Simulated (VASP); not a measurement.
Set up this calculation in VASP 6.6.1, as the native input.

| Item | Value |
| --- | --- |
| Task | single point |
| Functional | PBE |
| Potentials or basis | VASP PAW PBE potentials, release 64 (In_d, Sb) |
| Cutoff | 520 eV |
| k mesh | 1 × 1 × 14 |
| Occupations | gaussian, width 0.05 eV |
| Spin | collinear spin, ferromagnetic start |
| Starting moments | [0.5, 0.5] μB |
| Dipole correction | no |
| Further INCAR settings | ALGO = Normal; EDIFF = 1e-06; NBANDS = 20 |

The structure of InSb lies in POSCAR:

```
InSb
1.0
   10.2000000000      0.0000000000      0.0000000000
    0.0000000000      9.3000000000      0.0000000000
    0.0000000000      0.0000000000      4.6542183870
In Sb
1 1
Direct
    0.4429630100      0.5000000000      0.0000000000
    0.5570369900      0.5000000000      0.5000000000
```

These files were run (other wordings do the same):

INCAR

```
PREC     = Accurate       # precision mode
ENCUT    = 520            # plane-wave cutoff, eV
EDIFF    = 1E-6           # SCF threshold, eV
ISMEAR   = 0              # smearing method
SIGMA    = 0.05           # smearing width, eV
LREAL    = False          # projectors in reciprocal space
LASPH    = True           # aspherical terms in the spheres
NELM     = 150            # most SCF steps
ALGO     = Normal         # electronic algorithm
ISIF     = 2              # what is computed and relaxed
LWAVE    = False          # write WAVECAR
LCHARG   = False          # write CHGCAR
ISPIN    = 2              # spin polarisation
MAGMOM   = 0.5 0.5        # initial moments
LORBIT   = 11             # projections on sites
GGA      = PE             # functional
NBANDS   = 20             # bands
```

KPOINTS

```
Automatic mesh
0
Gamma
  1 1 14
```

Potentials or basis: VASP PAW PBE potentials, release 64 (In_d, Sb).

Launch:

```bash
$ cat potpaw_PBE.64/In_d/POTCAR potpaw_PBE.64/Sb/POTCAR > POTCAR
$ mpirun -np 1 vasp_std > vasp.out
```

Results of the run:

| Property | Result |
| --- | --- |
| Largest force | 0.727 eV/Å |
| Band gap on the k mesh | zero (filled and empty bands touch) |
| Net moment | 0.04 μB per cell |
| Valence electrons inside the program's atomic spheres | In 11.42; Sb 2.47 |

Caveat: spin-orbit coupling is left out, which moves the levels of the heavy elements.

It took 4.2 min on 1 thread of Intel Xeon 6975P-C (shared host), peak memory 0.69 GiB.
